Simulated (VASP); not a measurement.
# Ti3Al (P-6m2) in VASP: notebook

Ti3Al is run at these levels: PBEsol; tasks: single point.

Program: VASP 6.6.1. These are calculated values, not measurements. Logs are shortened: lines on timing, memory, paths and dates and some standing lists are left out, and cuts for length are marked.

## 1. The cell of the first run

Symmetry: P-6m2, No. 187, hexagonal system. The conventional cell has a = 3.093 Å, b = 3.093 Å, c = 8.647 Å, α = 90.00°, β = 90.00°, γ = 120.00°. Within 3.7 Å of Ti (site symmetry -6m2) lie 12 Ti at 2.80 to 3.09 Å. Ti (site symmetry 3m) has 9 Ti at 2.80 to 3.09 Å and 3 Al at 2.81 Å within 3.7 Å. Within 3.7 Å of Al (site symmetry -6m2) lie 6 Ti at 2.81 Å and 6 Al at 3.09 Å.

## 2. Single point, PBEsol (volume 17.914 Å^3 an atom, c/a of the conventional cell 2.7955)

The input, INCAR:

```
SYSTEM = Ti3Al
PREC = Accurate
ENCUT = 520
EDIFF = 1E-7
ISMEAR = 0
SIGMA = 0.15
LREAL = .False.
LASPH = .True.
NELM = 100
ALGO = Fast
ISIF = 2
LWAVE = .False.
LCHARG = .True.
GGA = PS
LELF = .True.
LVHAR = .True.
NBANDS = 28
```

The input, KPOINTS:

```
regular mesh
0
Gamma
  18 18 6
  0 0 0
```

The input, POSCAR:

```
Ti3Al
1.0
    3.0932912349      0.0000000000      0.0000000000
   -1.5466456174      2.6788687908      0.0000000000
    0.0000000000      0.0000000000      8.6472956472
Ti Al
3 1
Direct
    0.6666666667      0.3333333333      0.0000000000
    0.3333333333      0.6666666667      0.7511732072
    0.3333333333      0.6666666667      0.2488267928
    0.6666666667      0.3333333333      0.5000000000
```

Potentials or basis: VASP PAW PBE potentials, release 64 (Ti_sv, Al).

Launch:

```console
cat potpaw_PBE.64/Ti_sv/POTCAR potpaw_PBE.64/Al/POTCAR > POTCAR
mpirun -np 1 vasp_std > vasp.out
```

OUTCAR:

```text
SYSTEM = Ti3Al
   PREC = Accurate
   ENCUT = 520
   EDIFF = 1E-7
   ISMEAR = 0
   LREAL = .False.
   LASPH = .True.
   NELM = 100
   ISIF = 2
   GGA = PS

 ion  position               nearest neighbor table
   1  0.667  0.333  0.000-   2 2.80   3 2.80   2 2.80   3 2.80   2 2.80   3 2.80
   2  0.333  0.667  0.751-   1 2.80   1 2.80   1 2.80   4 2.81   4 2.81   4 2.81
   3  0.333  0.667  0.249-   1 2.80   1 2.80   1 2.80   4 2.81   4 2.81   4 2.81
   4  0.667  0.333  0.500-   2 2.81   3 2.81   2 2.81   3 2.81   2 2.81   3 2.81

  LATTYP: Found a hexagonal cell.
 ALAT       =     3.0932912349
 C/A-ratio  =     2.7955000000

  Lattice vectors:

 A1 = (   3.0932912349,   0.0000000000,   0.0000000000)
 A2 = (  -1.5466456174,   2.6788687908,   0.0000000000)
 A3 = (   0.0000000000,   0.0000000000,   8.6472956472)

Analysis of symmetry for initial positions (statically):
=====================================================================
 Subroutine PRICEL returns:
 Original cell was already a primitive cell.

 Routine SETGRP: Setting up the symmetry group for a
 hexagonal supercell.

 Subroutine GETGRP returns: Found 12 space group operations
 (whereof 12 operations were pure point group operations)
 out of a pool of 24 trial point group operations.

The static configuration has the point symmetry D_3h.

Analysis of symmetry for dynamics (positions and initial velocities):
=====================================================================
 Subroutine PRICEL returns:
 Original cell was already a primitive cell.

 Routine SETGRP: Setting up the symmetry group for a
 hexagonal supercell.

 Subroutine GETGRP returns: Found 12 space group operations
 (whereof 12 operations were pure point group operations)
 out of a pool of 24 trial point group operations.

The dynamic configuration has the point symmetry D_3h.

 Subroutine INISYM returns: Found 12 space group operations
 (whereof 12 operations are pure point group operations),
 and found     1 'primitive' translations

----------------------------------------------------------------------------------------

                                     Primitive cell

  volume of cell :      71.6560

  direct lattice vectors                    reciprocal lattice vectors
     3.093291235  0.000000000  0.000000000     0.323280262  0.186645946  0.000000000
    -1.546645617  2.678868791  0.000000000     0.000000000  0.373291892  0.000000000
     0.000000000  0.000000000  8.647295647     0.000000000  0.000000000  0.115643091

  length of vectors
     3.093291235  3.093291235  8.647295647     0.373291892  0.373291892  0.115643091

  position of ions in fractional coordinates (direct lattice)
     0.666666667  0.333333333  0.000000000
     0.333333333  0.666666667  0.751173207
     0.333333333  0.666666667  0.248826793
     0.666666667  0.333333333  0.500000000

  ion indices of the primitive-cell ions
   primitive index   ion index
                 1           1
                 2           2
                 3           3
                 4           4

----------------------------------------------------------------------------------------

 KPOINTS: regular mesh

Automatic generation of k-mesh.
 Grid dimensions read from file:
 generate k-points for:   18   18    6

 Generating k-lattice:

  Cartesian coordinates                     Fractional coordinates (reciprocal lattice)
     0.017960015  0.010369219  0.000000000     0.055555556  0.000000000  0.000000000
     0.000000000  0.020738438  0.000000000     0.000000000  0.055555556  0.000000000
     0.000000000  0.000000000  0.019273849     0.000000000  0.000000000  0.166666667

  Length of vectors
     0.020738438  0.020738438  0.019273849

  Shift w.r.t. Gamma in fractional coordinates (k-lattice)
     0.000000000  0.000000000  0.000000000

 Subroutine IBZKPT returns following result:
 ===========================================

 Found    148 irreducible k-points:

 Following reciprocal coordinates:
            Coordinates               Weight
  0.000000  0.000000  0.000000      1.000000
  0.055556  0.000000  0.000000      6.000000
  0.111111  0.000000  0.000000      6.000000
  0.166667  0.000000  0.000000      6.000000
  0.222222 -0.000000  0.000000      6.000000
  0.277778  0.000000  0.000000      6.000000
[... 16 lines left out ...]
  0.333333  0.111111  0.000000     12.000000
  0.388889  0.111111  0.000000     12.000000
 [... further k-points ...]
   k-points           NKPTS =    148   k-points in BZ     NKDIM =    148   number of bands    NBANDS=     28
   number of dos      NEDOS =    301   number of ions     NIONS =      4
   total plane-waves  NPLWV =  36864
   dimension x,y,z NGX =    24 NGY =   24 NGZ =   64
   dimension x,y,z NGXF=    48 NGYF=   48 NGZF=  128
   ions per type =               3   1
   NGX,Y,Z   is equivalent  to a cutoff of  12.90, 12.90, 12.30 a.u.
   NGXF,Y,Z  is equivalent  to a cutoff of  25.80, 25.80, 24.61 a.u.
 SYSTEM =  Ti3Al
   PREC   = accura    normal or accurate (medium, high low for compatibility)
   ISTART =      0    job   : 0-new  1-cont  2-samecut
   ICHARG =      2    charge: 1-file 2-atom 10-const
   ISPIN  =      1    spin polarized calculation?
   LNONCOLLINEAR =      F non collinear calculations
   LSORBIT =      F    spin-orbit coupling
   LASPH  =      T    aspherical Exc in radial PAW
   ENCUT  =  520.0 eV  38.22 Ry    6.18 a.u.   5.75  5.75 16.08*2*pi/ulx,y,z
   NELM   =    100;   NELMIN=  2; NELMDL= -5     # of ELM steps
   EDIFF  = 0.1E-06   stopping-criterion for ELM
   LREAL  =      F    real-space projection
   EDIFFG = 0.1E-05   stopping-criterion for IOM
   NSW    =      0    number of steps for IOM
   IBRION =     -1    ionic relax: 0-MD 1-quasi-New 2-CG
   NFREE  =      0    steps in history (QN), initial steepest desc. (CG)
   ISIF   =      2    stress and relaxation
   ISYM   =      2    0-nonsym 1-usesym 2-fastsym
   POTIM  = 0.5000    time-step for ionic-motion
   TEBEG  =    0.0;   TEEND  =   0.0 temperature during run
   PSTRESS=    0.0 pullay stress
   NELECT =      39.0000    total number of electrons
   NUPDOWN=      -1.0000    fix difference up-down
   EMIN   =  10.00;   EMAX   =-10.00  energy-range for DOS
   EFERMI =   0.00;   METHOD = LEGACY
   ISMEAR =     0;   SIGMA  =   0.15  broadening in eV -4-tet -1-fermi 0-gaus
   EFERMI_NEDOS =   21; number of points for ismear=-14 and -15
   IALGO  =     68    algorithm
   IMIX   =      4    mixing-type and parameters
     AMIX     =   0.40;   BMIX     =  1.00
     AMIX_MAG =   1.60;   BMIX_MAG =  1.00
  volume/ion in A,a.u.               =      17.91       120.89
  Fermi-wavevector in a.u.,A,eV,Ry     =   1.336633  2.525870 24.308002  1.786588
  Thomas-Fermi vector in A             =   2.465244
   LORBIT       =      0    0 simple, 1 ext, 2 COOP (PROOUT), +10 PAW based schemes
   GGA     = PS    functional components
   LHFCALC =     F    Hartree Fock is set to
   AEXX    =    0.0000 exact exchange contribution
   IVDW    =     0    specifies the selected vdW correction
   LEPSILON=     F    determine dielectric tensor
   LRPA    =     F    only Hartree local field effects (RPA)
 non-spin polarized calculation
 RMM-DIIS sequential band-by-band and
 Gauss-broadening in eV      SIGMA  =   0.15
  energy-cutoff  :      520.00
  volume of cell :       71.66
 maximum number of plane-waves:      1946
 NGX is ok and might be reduce to    24
   NGX = 11   NGY = 11   NGZ = 33

 number of electron      39.0000002 magnetization

 Free energy of the ion-electron system (eV)
  ---------------------------------------------------
  ext. energy  EPLUGINS =         0.00000000
  ---------------------------------------------------
  free energy    TOTEN  =       -29.22608840 eV

  energy without entropy =      -29.18073220  energy(sigma->0) =      -29.20341030

 E-fermi :   7.3833     XC(G=0): -11.1010

 val. band max:        7.3812006915   @ k =   0.3333   0.3333   0.1667
 cond. band min:       7.3842954177   @ k =   0.2778   0.2222   0.0000
 fundamental gap:      0.0030947262
 Fermi energy:         7.3833258454

 k-point     1 :       0.0000    0.0000    0.0000
  band No.  band energies     occupation
      1     -49.2140      2.00000
      2     -49.1455      2.00000
      3     -49.0784      2.00000
      4     -25.8351      2.00000
      5     -25.5647      2.00000
      6     -25.3716      2.00000
[... 20 lines left out ...]
     27       9.0785      0.00000
     28       9.8836      0.00000

 k-point     2 :       0.0556    0.0000    0.0000
  band No.  band energies     occupation
      1     -49.2119      2.00000
      2     -49.1443      2.00000
      3     -49.0782      2.00000
      4     -25.8311      2.00000
      5     -25.5684      2.00000
      6     -25.3765      2.00000
[... 20 lines left out ...]
     27       9.1062      0.00000
     28       9.8895      0.00000

 k-point     3 :       0.1111    0.0000    0.0000
  band No.  band energies     occupation
      1     -49.2058      2.00000
      2     -49.1410      2.00000
      3     -49.0775      2.00000
      4     -25.8197      2.00000
      5     -25.5804      2.00000
      6     -25.3908      2.00000
[... 20 lines left out ...]
     27       9.1276      0.00000
     28       9.9058      0.00000

 k-point     4 :       0.1667    0.0000    0.0000
  band No.  band energies     occupation
      1     -49.1963      2.00000
      2     -49.1358      2.00000
      3     -49.0768      2.00000
      4     -25.8022      2.00000
      5     -25.6019      2.00000
      6     -25.4133      2.00000
[... 578 lines left out ...]
     27       9.9293      0.00000
     28      10.2199      0.00000

 k-point    23 :       0.3333    0.1111    0.0000
  band No.  band energies     occupation
      1     -49.1397      2.00000
      2     -49.1099      2.00000
      3     -49.0819      2.00000
      4     -25.7404      2.00000
      5     -25.7325      2.00000
      6     -25.5624      2.00000
[... 20 lines left out ...]
     27      10.0928      0.00000
     28      10.4249      0.00000

 k-point    24 :       0.3889    0.1111    0.0000
  band No.  band energies     occupation
      1     -49.1300      2.00000
      2     -49.1067      2.00000
      3     -49.0852      2.00000
      4     -25.7512      2.00000
      5     -25.7424      2.00000
      6     -25.5790      2.00000
[... 20 lines left out ...]
     27      10.2188      0.00000
     28      10.5715      0.00000

 [... further k-points ...]
[... 5 lines left out ...]
  --------------------------------------------------------------------------------------
  -------------------------------------------------------------------------------------
  Total       -5.0943500     -5.0943500      1.5468080     -0.0000000      0.0000000     -0.0000000
  in kB     -113.9060520   -113.9060520     34.5855303     -0.0000000      0.0000000     -0.0000000
  external PRESSURE =     -64.4088579 kB  Pullay stress =       0.0000000 kB

 VOLUME and BASIS-vectors are now :
 -----------------------------------------------------------------------------
  energy-cutoff  :      520.00
  volume of cell :       71.66
      direct lattice vectors                 reciprocal lattice vectors
     3.093291235  0.000000000  0.000000000     0.323280262  0.186645946  0.000000000
    -1.546645617  2.678868791  0.000000000     0.000000000  0.373291892  0.000000000
     0.000000000  0.000000000  8.647295647     0.000000000  0.000000000  0.115643091

 POSITION                                       TOTAL-FORCE (eV/Angst)
 -----------------------------------------------------------------------------------
      1.54665      0.89296      0.00000        -0.000000      0.000000      0.000000
     -0.00000      1.78591      6.49562         0.000000      0.000000      0.106645
     -0.00000      1.78591      2.15168         0.000000      0.000000     -0.106645
      1.54665      0.89296      4.32365         0.000000     -0.000000      0.000000
 -----------------------------------------------------------------------------------
    total drift:                                0.000000     -0.000000      0.000000

  FREE ENERGIE OF THE ION-ELECTRON SYSTEM (eV)
  ---------------------------------------------------
  free  energy   TOTEN  =       -29.2260884017 eV

  energy  without entropy=      -29.1807322006  energy(sigma->0) =      -29.20341030
```

Run time: 18 min. Hardware: 1 thread of Intel Xeon 6975P-C, shared host; peak memory 0.37 GiB.

What came out:

```yaml
Free_energy: -29.2261 eV
Pressure: -6.4 GPa
Largest_force: 0.107 eV/Å
```

Forces on the atoms (eV/Å):
```
Ti   0.000  0.000  0.000
Ti   0.000  0.000  0.107
Ti   0.000  0.000 -0.107
Al   0.000  0.000  0.000
```

Stress tensor (GPa, compression positive):
```
-11.39   0.00   0.00
  0.00 -11.39   0.00
  0.00   0.00   3.46
```

Levels at points of the mesh, in eV from the Fermi level:
```
           k point  band 16  band 17  band 18  band 19  band 20  band 21  band 22  band 23  band 24  band 25
(0.00, 0.00, 0.00)    -2.19     0.09     0.50     0.50     0.55     0.55     1.09     1.09     1.26     1.35
(0.50, 0.00, 0.00)    -2.04    -1.37    -0.85    -0.57    -0.38     0.41     1.05     1.26     1.34     2.60
(0.00, 0.00, 0.50)    -2.58    -0.33     0.51     0.51     0.54     0.54     1.07     1.12     1.12     1.41
(0.50, 0.00, 0.50)    -1.98    -1.34    -1.07    -0.66    -0.33     0.34     1.18     1.40     1.49     2.64
```

Caveat: the PAW data sets were made with another functional, which shifts forces and pressure a little.

## 3. Single point, PBEsol (volume 17.914 Å^3 an atom, c/a of the conventional cell 3.5632)

The input, INCAR:

```
PREC = Accurate
ENCUT = 520
EDIFF = 1E-7
ISMEAR = 0
SIGMA = 0.15
LREAL = F
LASPH = T
NELM = 100
ALGO = Fast
ISIF = 2
LWAVE = F
LCHARG = F
GGA = PS
NBANDS = 28
```

The input, KPOINTS:

```
Automatic mesh
0
Gamma
  18 18 6
```

The input, POSCAR:

```
Ti3Al
1.0
    2.8529483547      0.0000000000      0.0000000000
   -1.4264741773      2.4707257509      0.0000000000
    0.0000000000      0.0000000000     10.1656255774
Ti Al
3 1
Direct
    0.6666666667      0.3333333333      0.0000000000
    0.3333333333      0.6666666667      0.7511732072
    0.3333333333      0.6666666667      0.2488267928
    0.6666666667      0.3333333333      0.5000000000
```

Potentials or basis: VASP PAW PBE potentials, release 64 (Ti_sv, Al).

Launch:

```console
cat potpaw_PBE.64/Ti_sv/POTCAR potpaw_PBE.64/Al/POTCAR > POTCAR
mpirun -np 1 vasp_std > vasp.out
```

Run time: 21 min. Hardware: 1 thread of Intel Xeon 6975P-C, shared host; peak memory 0.39 GiB.

Results (log left out):

* Free energy: -29.2212 eV
* Pressure: -7.7 GPa
* Largest force: 0.210 eV/Å

Forces on the atoms (eV/Å):
```
Ti   0.000  0.000  0.000
Ti   0.000  0.000 -0.210
Ti   0.000  0.000  0.210
Al   0.000  0.000  0.000
```

Stress tensor (GPa, compression positive):
```
 -3.04   0.00   0.00
  0.00  -3.04   0.00
  0.00   0.00 -16.90
```

Levels at points of the mesh, in eV from the Fermi level:
| k point | band 16 | band 17 | band 18 | band 19 | band 20 | band 21 | band 22 | band 23 | band 24 | band 25 |
| --- | --- | --- | --- | --- | --- | --- | --- | --- | --- | --- |
| (0.00, 0.00, 0.00) | -2.69 | -1.59 | -0.21 | 0.07 | 0.98 | 0.98 | 1.06 | 1.06 | 1.20 | 1.20 |
| (0.50, 0.00, 0.00) | -2.03 | -1.51 | -1.38 | -0.69 | -0.45 | 0.93 | 0.95 | 1.36 | 2.01 | 2.10 |
| (0.00, 0.00, 0.50) | -3.62 | -1.54 | -0.21 | 0.09 | 0.98 | 0.98 | 1.06 | 1.06 | 1.21 | 1.21 |
| (0.50, 0.00, 0.50) | -1.96 | -1.62 | -1.22 | -1.11 | 0.24 | 0.49 | 0.73 | 1.35 | 2.06 | 2.36 |

Caveat: the PAW data sets were made with another functional, which shifts forces and pressure a little.
